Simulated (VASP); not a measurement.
# LiCl in VASP: single point with PBE

Aim: the single point of LiCl with PBE.

Program: VASP 6.6.1. These are calculated values, not measurements. Logs are shortened: lines on timing, memory, paths and dates and some standing lists are left out, and cuts for length are marked.

### Step 1. The cell of the first run

The cell holds a wire or tube with vacuum around it, 12 atoms: a = 14.900 Å, b = 15.000 Å, c = 4.747 Å, α = 90.00°, β = 90.00°, γ = 90.00°.

### Step 2. Single point, PBE, collinear spin

INCAR reads:

```
SYSTEM = LiCl
PREC = Accurate ; ENCUT = 520
EDIFF = 1E-6 ; ISMEAR = 0
SIGMA = 0.05 ; LREAL = .FALSE.
LASPH = .TRUE. ; NELM = 150
ALGO = Normal ; ISIF = 2
LWAVE = .FALSE. ; LCHARG = .FALSE.
ISPIN = 2 ; MAGMOM = 0.3 0.3 0.3 0.3 0.3 0.3 0.3 0.3 0.3 0.3 0.3 0.3
LORBIT = 11 ; GGA = PE
NBANDS = 46
```

KPOINTS reads:

```
Automatic mesh
0
G
  1 1 5
  0 0 0
```

POSCAR reads:

```
LiCl
1.0
   14.9000000000      0.0000000000      0.0000000000
    0.0000000000     15.0000000000      0.0000000000
    0.0000000000      0.0000000000      4.7466998424
Li Cl
6 6
Direct
    0.3606337529      0.3944735793      0.9365892822
    0.5695758441      0.4600639357      0.9386505133
    0.5223555003      0.6726484913      0.9365645087
    0.4776444997      0.3273515087      0.4365645087
    0.4304241559      0.5399360643      0.4386505133
    0.6393662471      0.6055264207      0.4365892822
    0.3329139373      0.3956089705      0.4373216559
    0.5811084159      0.4534758995      0.4385712850
    0.5075119287      0.6959181758      0.4373057550
    0.4924880713      0.3040818242      0.9373057550
    0.4188915841      0.5465241005      0.9385712850
    0.6670860627      0.6043910295      0.9373216559
```

Potentials or basis: VASP PAW PBE potentials, release 64 (Li_sv, Cl).

The run is started by

```
cat potpaw_PBE.64/Li_sv/POTCAR potpaw_PBE.64/Cl/POTCAR > POTCAR
mpirun -np 1 vasp_std > vasp.out
```

OUTCAR:

```text
SYSTEM = LiCl
   PREC = Accurate
   ENCUT = 520
   EDIFF = 1E-6
   ISMEAR = 0
   LREAL = .FALSE.
   LASPH = .TRUE.
   NELM = 150
   ISIF = 2
   ISPIN = 2
   LORBIT = 11
   GGA = PE

 ion  position               nearest neighbor table
   1  0.361  0.394  0.937-  10 2.39   7 2.41   7 2.41  11 2.44
   2  0.570  0.460  0.939-   8 2.38   8 2.38  11 2.59  10 2.61  12 2.61
   3  0.522  0.673  0.937-  12 2.39   9 2.41   9 2.41  11 2.44
   4  0.478  0.327  0.437-   7 2.39  10 2.41  10 2.41   8 2.44
   5  0.430  0.540  0.439-  11 2.38  11 2.38   8 2.59   9 2.61   7 2.61
   6  0.639  0.606  0.437-   9 2.39  12 2.41  12 2.41   8 2.44
   7  0.333  0.396  0.437-   4 2.39   1 2.41   1 2.41   5 2.61
   8  0.581  0.453  0.439-   2 2.38   2 2.38   6 2.44   4 2.44   5 2.59
   9  0.508  0.696  0.437-   6 2.39   3 2.41   3 2.41   5 2.61
  10  0.492  0.304  0.937-   1 2.39   4 2.41   4 2.41   2 2.61
  11  0.419  0.547  0.939-   5 2.38   5 2.38   1 2.44   3 2.44   2 2.59
  12  0.667  0.604  0.937-   3 2.39   6 2.41   6 2.41   2 2.61

  LATTYP: Found a simple orthorhombic cell.
 ALAT       =     4.7466998424
 B/A-ratio  =     3.1390230043
 C/A-ratio  =     3.1600902728

  Lattice vectors:

 A1 = (   0.0000000000,   0.0000000000,   4.7466998424)
 A2 = (  14.9000000000,   0.0000000000,   0.0000000000)
 A3 = (   0.0000000000,  15.0000000000,   0.0000000000)

Analysis of symmetry for initial positions (statically):
=====================================================================
 Subroutine PRICEL returns:
 Original cell was already a primitive cell.

 Routine SETGRP: Setting up the symmetry group for a
 simple orthorhombic supercell.

 Subroutine GETGRP returns: Found  2 space group operations
 (whereof  1 operations were pure point group operations)
 out of a pool of  8 trial point group operations.

The static configuration has the point symmetry C_1 .
 The point group associated with its full space group is C_2 .

Analysis of symmetry for dynamics (positions and initial velocities):
=====================================================================
 Subroutine PRICEL returns:
 Original cell was already a primitive cell.

 Routine SETGRP: Setting up the symmetry group for a
 simple orthorhombic supercell.

 Subroutine GETGRP returns: Found  2 space group operations
 (whereof  1 operations were pure point group operations)
 out of a pool of  8 trial point group operations.

The dynamic configuration has the point symmetry C_1 .
 The point group associated with its full space group is C_2 .

Analysis of structural, dynamic, and magnetic symmetry:
=====================================================================
 Subroutine PRICEL returns:
 Original cell was already a primitive cell.

 Routine SETGRP: Setting up the symmetry group for a
 simple orthorhombic supercell.

 Subroutine GETGRP returns: Found  2 space group operations
 (whereof  1 operations were pure point group operations)
 out of a pool of  8 trial point group operations.

The overall configuration has the point symmetry C_1 .
 The point group associated with its full space group is C_2 .

 Subroutine INISYM returns: Found  2 space group operations
 (whereof  1 operations are pure point group operations),
 and found     1 'primitive' translations

----------------------------------------------------------------------------------------

                                     Primitive cell

  volume of cell :    1060.8874

  direct lattice vectors                    reciprocal lattice vectors
    14.900000000  0.000000000  0.000000000     0.067114094  0.000000000  0.000000000
     0.000000000 15.000000000  0.000000000     0.000000000  0.066666667  0.000000000
     0.000000000  0.000000000  4.746699842     0.000000000  0.000000000  0.210672685

  length of vectors
    14.900000000 15.000000000  4.746699842     0.067114094  0.066666667  0.210672685

  position of ions in fractional coordinates (direct lattice)
     0.360633753  0.394473579  0.936589282
     0.569575844  0.460063936  0.938650513
     0.522355500  0.672648491  0.936564509
     0.477644500  0.327351509  0.436564509
     0.430424156  0.539936064  0.438650513
     0.639366247  0.605526421  0.436589282
     0.332913937  0.395608970  0.437321656
[... 70 lines left out ...]
   EDIFF  = 0.1E-05   stopping-criterion for ELM
   LREAL  =      F    real-space projection
   EDIFFG = 0.1E-04   stopping-criterion for IOM
   NSW    =      0    number of steps for IOM
   IBRION =     -1    ionic relax: 0-MD 1-quasi-New 2-CG
   NFREE  =      0    steps in history (QN), initial steepest desc. (CG)
   ISIF   =      2    stress and relaxation
   ISYM   =      2    0-nonsym 1-usesym 2-fastsym
   POTIM  = 0.5000    time-step for ionic-motion
   TEBEG  =    0.0;   TEEND  =   0.0 temperature during run
   PSTRESS=    0.0 pullay stress
   NELECT =      60.0000    total number of electrons
   NUPDOWN=      -1.0000    fix difference up-down
   EMIN   =  10.00;   EMAX   =-10.00  energy-range for DOS
   EFERMI =   0.00;   METHOD = LEGACY
   ISMEAR =     0;   SIGMA  =   0.05  broadening in eV -4-tet -1-fermi 0-gaus
   EFERMI_NEDOS =   21; number of points for ismear=-14 and -15
   IALGO  =     38    algorithm
   IMIX   =      4    mixing-type and parameters
     AMIX     =   0.40;   BMIX     =  1.00
     AMIX_MAG =   1.60;   BMIX_MAG =  1.00
  volume/ion in A,a.u.               =      88.41       596.60
  Fermi-wavevector in a.u.,A,eV,Ry     =   0.628399  1.187502  5.372741  0.394885
  Thomas-Fermi vector in A             =   1.690331
   LORBIT       =     11    0 simple, 1 ext, 2 COOP (PROOUT), +10 PAW based schemes
   GGA     = PE    functional components
   LHFCALC =     F    Hartree Fock is set to
   AEXX    =    0.0000 exact exchange contribution
   IVDW    =     0    specifies the selected vdW correction
   LEPSILON=     F    determine dielectric tensor
   LRPA    =     F    only Hartree local field effects (RPA)
 spin polarized calculation
 Gauss-broadening in eV      SIGMA  =   0.05
  energy-cutoff  :      520.00
  volume of cell :     1060.89
 maximum number of plane-waves:     28584
 NGX is ok and might be reduce to   112
   NGX = 55   NGY = 55   NGZ = 17

 number of electron      60.0000038 magnetization       0.0000086

 number of electron      60.0000038 magnetization      -0.0000603

 Free energy of the ion-electron system (eV)
  ---------------------------------------------------
  ext. energy  EPLUGINS =         0.00000000
  ---------------------------------------------------
  free energy    TOTEN  =       -43.41414886 eV

  energy without entropy =      -43.41414886  energy(sigma->0) =      -43.41414886

 E-fermi :  -5.6003     XC(G=0):  -2.3418

 val. band max:       -5.8432616988   @ k =   0.0000   0.0000   0.0000
 cond. band min:       0.1578129537   @ k =   0.0000   0.0000   0.0000
 fundamental gap:      6.0010746524
 Fermi energy:        -5.6003233790

 spin component 1

 k-point     1 :       0.0000    0.0000    0.0000
  band No.  band energies     occupation
      1     -49.2730      1.00000
      2     -49.2707      1.00000
      3     -49.1981      1.00000
      4     -49.1981      1.00000
      5     -49.1925      1.00000
      6     -49.1925      1.00000
[... 124 lines left out ...]
     41       2.7446      0.00000
     42       2.9287      0.00000
 Fermi energy:        -5.6003233790

 spin component 2

 k-point     1 :       0.0000    0.0000    0.0000
  band No.  band energies     occupation
      1     -49.2730      1.00000
      2     -49.2707      1.00000
      3     -49.1981      1.00000
      4     -49.1981      1.00000
      5     -49.1925      1.00000
      6     -49.1925      1.00000
[... 124 lines left out ...]
     41       2.7439      0.00000
     42       2.9282      0.00000
 [bands above 42 left out]

------------------------ aborting loop because EDIFF is reached ----------------------------------------

  FORCE on cell =-STRESS in cart. coord.  units (eV):
  Direction    XX          YY          ZZ          XY          YZ          ZX
  --------------------------------------------------------------------------------------
  -------------------------------------------------------------------------------------
  Total       -0.1908319     -0.1655459     -0.3079083      0.0231422      0.0000000      0.0000000
  in kB       -0.2881989     -0.2500113     -0.4650105      0.0349500      0.0000000      0.0000000
  external PRESSURE =      -0.3344069 kB  Pullay stress =       0.0000000 kB

 VOLUME and BASIS-vectors are now :
 -----------------------------------------------------------------------------
  energy-cutoff  :      520.00
  volume of cell :     1060.89
      direct lattice vectors                 reciprocal lattice vectors
    14.900000000  0.000000000  0.000000000     0.067114094  0.000000000  0.000000000
     0.000000000 15.000000000  0.000000000     0.000000000  0.066666667  0.000000000
     0.000000000  0.000000000  4.746699842     0.000000000  0.000000000  0.210672685

 POSITION                                       TOTAL-FORCE (eV/Angst)
 -----------------------------------------------------------------------------------
      5.37344      5.91710      4.44571         0.005740      0.009355      0.007971
      8.48668      6.90096      4.45549        -0.017494      0.010438     -0.004363
      7.78310     10.08973      4.44559        -0.003456     -0.012148      0.008110
      7.11690      4.91027      2.07224         0.003456      0.012148      0.008110
      6.41332      8.09904      2.08214         0.017494     -0.010438     -0.004363
      9.52656      9.08290      2.07236        -0.005740     -0.009355      0.007971
      4.96042      5.93413      2.07583        -0.006054     -0.006452     -0.001608
      8.65852      6.80214      2.08177        -0.007753      0.004344     -0.008652
      7.56193     10.43877      2.07576         0.001855      0.009135     -0.001457
      7.33807      4.56123      4.44911        -0.001855     -0.009135     -0.001457
      6.24148      8.19786      4.45512         0.007753     -0.004344     -0.008652
      9.93958      9.06587      4.44918         0.006054      0.006452     -0.001608
 -----------------------------------------------------------------------------------
    total drift:                                0.000000      0.000000      0.000048

  FREE ENERGIE OF THE ION-ELECTRON SYSTEM (eV)
  ---------------------------------------------------
  free  energy   TOTEN  =       -43.4141488616 eV

  energy  without entropy=      -43.4141488616  energy(sigma->0) =      -43.41414886

 total charge

# of ion       s       p       d       tot
------------------------------------------
    1        2.011   0.041   0.000   2.052
    2        2.009   0.038   0.000   2.047
    3        2.011   0.041   0.000   2.052
    4        2.011   0.041   0.000   2.052
    5        2.009   0.038   0.000   2.047
    6        2.011   0.041   0.000   2.052
    7        1.588   3.582   0.000   5.170
    8        1.589   3.602   0.000   5.191
    9        1.588   3.582   0.000   5.170
   10        1.588   3.582   0.000   5.170
   11        1.589   3.602   0.000   5.191
   12        1.588   3.582   0.000   5.170
--------------------------------------------------
tot         21.593  21.772   0.000  43.365

 magnetization (x)

# of ion       s       p       d       tot
------------------------------------------
    1       -0.000  -0.000   0.000  -0.000
    2       -0.000  -0.000   0.000  -0.000
    3        0.000  -0.000   0.000  -0.000
    4        0.000  -0.000   0.000  -0.000
    5       -0.000  -0.000   0.000  -0.000
    6       -0.000  -0.000   0.000  -0.000
    7        0.000   0.000   0.000   0.000
    8        0.000   0.000   0.000   0.000
    9        0.000   0.000   0.000   0.000
   10        0.000   0.000   0.000   0.000
   11        0.000   0.000   0.000   0.000
   12        0.000   0.000   0.000   0.000
--------------------------------------------------
tot          0.000   0.000   0.000   0.000
```

It took 12 min on 1 thread of Intel Xeon Platinum 8375C at 2.90GHz (Ice Lake), shared host; peak memory 1.3 GiB.

What came out:

```yaml
Free_energy: -43.4141 eV
Largest_force: 0.021 eV/Å
Band_gap_on_the_k_mesh: 6.00 eV
Net_moment: 0.00 μB per cell
Valence_electrons_inside_the_program's_atomic_spheres: Li 2.05; Cl 5.17, 5.19 (each value once)
```

Forces in eV/Å, atoms in the order of the input:
```
Li   0.006  0.009  0.008
Li  -0.017  0.010 -0.004
Li  -0.003 -0.012  0.008
Li   0.003  0.012  0.008
Li   0.017 -0.010 -0.004
Li  -0.006 -0.009  0.008
Cl  -0.006 -0.006 -0.002
Cl  -0.008  0.004 -0.009
Cl   0.002  0.009 -0.001
Cl  -0.002 -0.009 -0.001
Cl   0.008 -0.004 -0.009
Cl   0.006  0.006 -0.002
```

Caveat: the cutoff is under 1.25 times the usual one of these potentials, so pressure, stress and relaxed cells hold a basis-set (Pulay) error.
